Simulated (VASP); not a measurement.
Write the native input for VASP 6.6.1 that does the following.

```yaml
Task: single point
Functional: PBEsol
Potentials_or_basis: VASP PAW PBE potentials, release 64 (Cd, Te)
Cutoff: 520 eV
k_mesh: 6 × 6 × 4
Occupations: fermi-dirac, width 0.02 eV
Spin: no spin polarisation
Dipole_correction: no
Further_INCAR_settings: ALGO = Normal; EDIFF = 1e-06; NBANDS = 26
```

The structure of CdTe lies in POSCAR:

```
CdTe
1.0
    3.0652910000     -3.0946090000      0.0000000000
    3.0652910000      3.0946090000      0.0000000000
    0.0000000000      0.0000000000      6.0906520000
Cd Te
2 2
Direct
    0.2770300000      0.7229700000      0.7500000000
    0.7229700000      0.2770300000      0.2500000000
    0.7661370000      0.2338630000      0.7500000000
    0.2338630000      0.7661370000      0.2500000000
```

The input as run:

INCAR

```
PREC     = Accurate       # precision mode
ENCUT    = 520            # plane-wave cutoff, eV
EDIFF    = 1E-6           # SCF threshold, eV
ISMEAR   = -1             # smearing method
SIGMA    = 0.02           # smearing width, eV
LREAL    = False          # projectors in reciprocal space
LASPH    = True           # aspherical terms in the spheres
NELM     = 80             # most SCF steps
ALGO     = Normal         # electronic algorithm
ISIF     = 2              # what is computed and relaxed
LWAVE    = False          # write WAVECAR
LCHARG   = False          # write CHGCAR
GGA      = PS             # functional
NBANDS   = 26             # bands
```

KPOINTS

```
regular mesh
0
Gamma
  6 6 4
```

Potentials or basis: VASP PAW PBE potentials, release 64 (Cd, Te).

Launch:

```bash
$ cat potpaw_PBE.64/Cd/POTCAR potpaw_PBE.64/Te/POTCAR > POTCAR
$ mpirun -np 1 vasp_std > vasp.out
```

Results of the run:

The pressure is -3.0 GPa. The largest force is 0.037 eV/Å and the band gap on the k mesh is zero (band 18 reaches 3.68 eV, above the bottom of band 19 at 2.33 eV).

Caveat: the PAW data sets were made with another functional, which shifts forces and pressure a little; spin-orbit coupling is left out, which moves the levels of the heavy elements.

It took 2.6 min on 1 thread of AMD EPYC 7R13 (shared host), peak memory 0.24 GiB.
